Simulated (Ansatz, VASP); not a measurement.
# One calculation of Zn3P, two programs

POSCAR

```
Zn3P
1.0
    3.9755180000      0.0000000000      0.0000000000
    0.0000000000      3.9755180000      0.0000000000
    0.0000000000      0.0000000000      3.9755180000
Zn P
3 1
Direct
    0.5000000000      0.5000000000      0.0000000000
    0.5000000000      0.0000000000      0.5000000000
    0.0000000000      0.5000000000      0.5000000000
    0.0000000000      0.0000000000      0.0000000000
```

File INCAR.step1:

```
  ALGO = Normal
  EDIFF = 1E-5
  ENCUT = 520
  GGA = PE
  ISIF = 2
  ISMEAR = -1
  LASPH = T
  LREAL = F
  LWAVE = T
  NBANDS = 28
  NELM = 100
  PREC = Accurate
  SIGMA = 0.05
```

The input INCAR.step2:

```
  AEXX = 0.1
  ALGO = Normal
  EDIFF = 1E-7
  ENCUT = 520
  ISIF = 2
  ISMEAR = -1
  ISTART = 1
  LASPH = T
  LCHARG = T
  LELF = T
  LHFCALC = T
  LMIXTAU = T
  LREAL = F
  LVHAR = T
  LWAVE = F
  METAGGA = R2SCAN
  NBANDS = 28
  NELM = 100
  PREC = Accurate
  PRECFOCK = Normal
  SIGMA = 0.05
```

The input KPOINTS:

```
k-points
0
Gamma
  4 4 4
```

input.yaml

```yaml
crystal:
  lattice:
    - [3.975518, 0.0, 0.0]
    - [0.0, 3.975518, 0.0]
    - [0.0, 0.0, 3.975518]
  atoms:
    - { symbol: Zn, position: [0.5, 0.5, 0.0] }
    - { symbol: Zn, position: [0.5, 0.0, 0.5] }
    - { symbol: Zn, position: [0.0, 0.5, 0.5] }
    - { symbol: P, position: [0.0, 0.0, 0.0] }
hamiltonian:
  xc: { exchange: r2scan, correlation: r2scan, exx: { coeff: 0.1 } }
  pseudopotentials: { kind: paw }
kpoints:
  mp_grid: { grid: [4, 4, 4] }
scf:
  occupations: { method: fermi_dirac, width: 0.05 }
output:
  forces: true
  stress: true
  eigenvalues: true
```

Alike in both runs: task single point; functional r2SCAN-based global hybrid with a share of 0.1 of exact exchange; k mesh 4 × 4 × 4; occupations fermi-dirac, width 0.05 eV; no spin polarisation.

|  | VASP | Ansatz |
| --- | --- | --- |
| version | VASP 6.6.1 | Ansatz 0.2.0 |
| potentials or method | VASP PAW PBE potentials, release 64 (Zn, P) | Ansatz PAW |
| plane-wave cutoff (eV) | 520 | 500 |
| valence electrons in the cell | 41 | 41 |

|  | VASP | Ansatz | Ansatz less VASP |
| --- | --- | --- | --- |
| gap on the k mesh at the Fermi level (eV) | none | none | - |
| pressure (GPa) | -3.3 | -3.3 | -0.02 |

VASP's potentials were made for PBE, not for r2SCAN-based global hybrid. A gap of «none» marks a metal or a gap that the smearing closes.

The k mesh is coarse, so the values compare programs but aren't converged.
